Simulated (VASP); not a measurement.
A run of VASP 6.6.1:

File INCAR:

```
ALGO = Normal
EDIFF = 1E-6
ENCUT = 690
GGA = PE
GGA_COMPAT = False
ISIF = 2
ISMEAR = -1
ISPIN = 2
LASPH = True
LCHARG = False
LMAXMIX = 4
LORBIT = 11
LREAL = False
LWAVE = False
MAGMOM = 0 3
NBANDS = 26
NELM = 200
NUPDOWN = 3.0
PREC = Accurate
SIGMA = 0.05
```

The input KPOINTS:

```
k-points
0
Gamma
  8 8 8
```

File POSCAR:

```
GaCo
1.0
    2.8780000000      0.0000000000      0.0000000000
    0.0000000000      2.8780000000      0.0000000000
    0.0000000000      0.0000000000      2.8780000000
Ga Co
1 1
Direct
    0.5000000000      0.5000000000      0.5000000000
    0.0000000000      0.0000000000      0.0000000000
```

Potentials or basis: VASP PAW PBE potentials, release 64 (Ga_d, Co_sv).

The run is started by

```bash
$ cat potpaw_PBE.64/Ga_d/POTCAR potpaw_PBE.64/Co_sv/POTCAR > POTCAR
$ mpirun -np 1 vasp_std > vasp.out
```

Hardware: 1 thread of Intel(R) Xeon(R) Platinum 8488C (Sapphire Rapids), with other jobs on the host.

Problem. Estimate the wall time of this run.

Solution. It took 47 s on 1 thread of Intel(R) Xeon(R) Platinum 8488C (Sapphire Rapids) (shared host), peak memory 0.2 GiB. Counts: scf iterations 14, k points 35.
